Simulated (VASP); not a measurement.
The system is Ti.

```
Ti
1.0
    -2.57022    2.57022    1.40334
     2.57022   -2.57022    1.40334
     2.57022    2.57022   -1.40334
Ti
2
Direct
  0.00000 0.00000 0.00000
  0.75000 0.25000 0.50000
```

* Program: VASP 6.6.1
* Task: relaxation of cell and atoms
* Functional: LDA
* Potentials or basis: VASP PAW LDA potentials, release 64 (Ti_sv)
* Cutoff: 600 eV
* k mesh: 13 × 13 × 9
* Occupations: fermi-dirac, width 0.1 eV
* Spin: no spin polarisation

At the start: pressure -12.2 GPa; volume 18.54 Å³/atom.

Problem. Where does the relaxation end?

Solution. Over 7 steps the energy falls by 115.8 meV/atom and the volume is 15.96 Å³/atom (-13.9 %); space group I4_1/amd (No. 141, to 0.1 Å) before and after.

Step by step:
```csv
step,energy change (eV),largest force (eV/Å),pressure (GPa),volume (Å³)
1,0.0000,0.0003,-12.19,37.08
2,-0.1795,0.0004,7.70,30.01
3,-0.2220,0.0006,0.20,31.92
4,-0.2294,0.0001,0.16,31.87
5,-0.2315,0.0006,0.15,31.82
6,-0.2315,0.0006,0.16,31.83
7,-0.2315,0.0002,-0.05,31.91
```

Final structure:
```
Ti
1.0
    -2.41033    2.41017    1.37326
     2.41017   -2.41033    1.37326
     2.41036    2.41036   -1.37356
Ti
2
Direct
  0.00000 0.00000 0.00000
  0.75000 0.25000 0.50000
```
